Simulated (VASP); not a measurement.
Input of a VASP 6.6.1 run:

INCAR

```
SYSTEM = AlN
PREC     = Accurate       ! precision mode
ENCUT    = 520            ! plane-wave cutoff, eV
EDIFF    = 1E-6           ! SCF threshold, eV
ISMEAR   = 0              ! smearing method
SIGMA    = 0.05           ! smearing width, eV
LREAL    = .FALSE.        ! projectors in reciprocal space
LASPH    = .TRUE.         ! aspherical terms in the spheres
NELM     = 60             ! most SCF steps
ALGO     = Normal         ! electronic algorithm
ISIF     = 2              ! what is computed and relaxed
LWAVE    = .FALSE.        ! write WAVECAR
LCHARG   = .FALSE.        ! write CHGCAR
GGA      = PE             ! functional
NBANDS   = 26             ! bands
```

The input KPOINTS:

```
Automatic mesh
0
G
  6 6 6
  0 0 0
```

The input POSCAR:

```
AlN
1.0
    4.4025164325      0.0000000000      0.0000000000
    0.0000000000     -4.4025164325      0.0000000000
    0.0000000000      0.0000000000     -4.4025164325
Al N
4 4
Direct
   -0.0809495713     -0.0572399908     -0.0809495713
    0.5000000000      0.5000000000      0.0000000000
    0.5000000000      0.0000000000      0.5000000000
    0.0000000000      0.5000000000      0.5000000000
    0.7500000000      0.7500000000      0.7500000000
    0.2500000000      0.2500000000      0.7500000000
    0.2500000000      0.7500000000      0.2500000000
    0.7500000000      0.2500000000      0.2500000000
```

Potentials or basis: VASP PAW PBE potentials, release 64 (Al, N).

Command:

```bash
$ cat potpaw_PBE.64/Al/POTCAR potpaw_PBE.64/N/POTCAR > POTCAR
$ mpirun -np 1 vasp_std > vasp.out
```

(1) Predict the pressure.

(2) Predict the largest force.

Answers

(1) 21.1 GPa.

(2) 34.819 eV/Å.

Caveat: the cell differs from its parent crystal (atom 1 (Al) moved by -0.504 Å along [1 1 0] and +0.252 Å along [0 0 1]); the stress differs along the axes, from 18 to 26 GPa; forces of over 1 eV/Å act on the atoms, so gaps and moduli don't describe the material at rest.
